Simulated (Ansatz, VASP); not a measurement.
# Ga2PN in VASP and in Ansatz

INCAR

```
SYSTEM = Ga2PN
PREC = Accurate
ENCUT = 600
EDIFF = 1E-6
ISMEAR = 0
SIGMA = 0.1
LREAL = .False.
LASPH = .True.
NELM = 120
ALGO = Normal
ISIF = 2
LWAVE = .False.
LCHARG = .True.
GGA = PE
LELF = .True.
LVHAR = .True.
NBANDS = 26
GGA_COMPAT = .False.
```

File KPOINTS:

```
regular mesh
0
Gamma
  6 6 4
  0 0 0
```

The input POSCAR:

```
Ga2PN
1.0
    3.8362989700      0.0000000000      0.0000000000
   -1.9181494800      3.3223323600      0.0000000000
    0.0000000000      0.0000000000      4.9818107200
Ga P N
2 1 1
Direct
    0.6666666700      0.3333333300      0.7450182400
    0.6666666700      0.3333333300      0.2549817600
    0.3333333300      0.6666666700      0.5000000000
    0.0000000000      0.0000000000      0.0000000000
```

Input for Ansatz:

```yaml
crystal:
  lattice:
    - [3.83629897, 0.0, 0.0]
    - [-1.91814948, 3.32233236, 0.0]
    - [0.0, 0.0, 4.98181072]
  atoms:
    - { symbol: Ga, position: [0.66666667, 0.33333333, 0.74501824] }
    - { symbol: Ga, position: [0.66666667, 0.33333333, 0.25498176] }
    - { symbol: P, position: [0.33333333, 0.66666667, 0.5] }
    - { symbol: "N", position: [0.0, 0.0, 0.0] }
basis:
  ecutwfc: 420
kpoints:
  mp_grid: { grid: [6, 6, 4] }
hamiltonian:
  xc: pbe
scf:
  occupations: { method: gaussian, width: 0.1 }
  lower_state_search: "off"
output:
  forces: true
  stress: true
  eigenvalues: true
```

Change from the starting cell: species swapped into the BiSbPt2 type (P-6m2, No. 187).

Alike in both runs: task single point; functional PBE; k mesh 6 × 6 × 4; occupations gaussian, width 0.1 eV; no spin polarisation.

|  | VASP | Ansatz |
| --- | --- | --- |
| version | VASP 6.6.1 | Ansatz 0.2.0 |
| potentials or method | VASP PAW PBE potentials, release 64 (Ga_d, P, N), cutoff 600 eV | scalar-relativistic, plane waves, PAW |
| valence electrons in the cell | 36 | 36 |

Ansatz gave:

- gap on the k mesh at the Fermi level (eV): none
- pressure (GPa): -5.4
- traceless stress, the component that is largest in VASP (GPa): 18.02
- rms of the force components (eV/Å): 0.863

Problem. Which values does VASP return?

Solution. gap on the k mesh at the Fermi level (eV): none; pressure (GPa): -5.4; traceless stress, the component that is largest in VASP (GPa): 18.10; rms of the force components (eV/Å): 0.865.

Atom by atom the forces differ by 0.002 eV/Å (rms over components). A gap of «none» marks a metal or a gap that the smearing closes.
